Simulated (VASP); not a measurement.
A run of VASP 6.6.1:

File INCAR:

```
SYSTEM = C
PREC = Accurate
ENCUT = 600
EDIFF = 1E-6
ISMEAR = 1
SIGMA = 0.05
LREAL = .False.
LASPH = .True.
NELM = 120
ALGO = Normal
ISIF = 2
LWAVE = .False.
LCHARG = .True.
GGA = PS
LELF = .True.
LVHAR = .True.
NBANDS = 11
GGA_COMPAT = .False.
```

The input KPOINTS:

```
regular mesh
0
Gamma
  11 11 6
  0 0 0
```

Contents of POSCAR:

```
C
1.0
    1.6919786671      0.0000000000      0.0000000000
   -0.8459893335      1.4652965084      0.0000000000
    0.0000000000      0.0000000000      5.8302375663
C
2
Direct
    0.3333333333      0.6666666667      0.2500000000
    0.6666666667      0.3333333333      0.7500000000
```

Potentials or basis: VASP PAW PBE potentials, release 64 (C).

Launch:

```bash
$ cat potpaw_PBE.64/C/POTCAR > POTCAR
$ mpirun -np 1 vasp_std > vasp.out
```

Hardware: 1 thread of Intel(R) Xeon(R) Platinum 8488C (Sapphire Rapids), with other jobs on the host.

Q: How long does it take, and how much memory?

A: Run time: 8.7 s on 1 thread of Intel(R) Xeon(R) Platinum 8488C (Sapphire Rapids), with other jobs on the host, peak memory 0.12 GiB. Counts: scf iterations 12, k points 64.
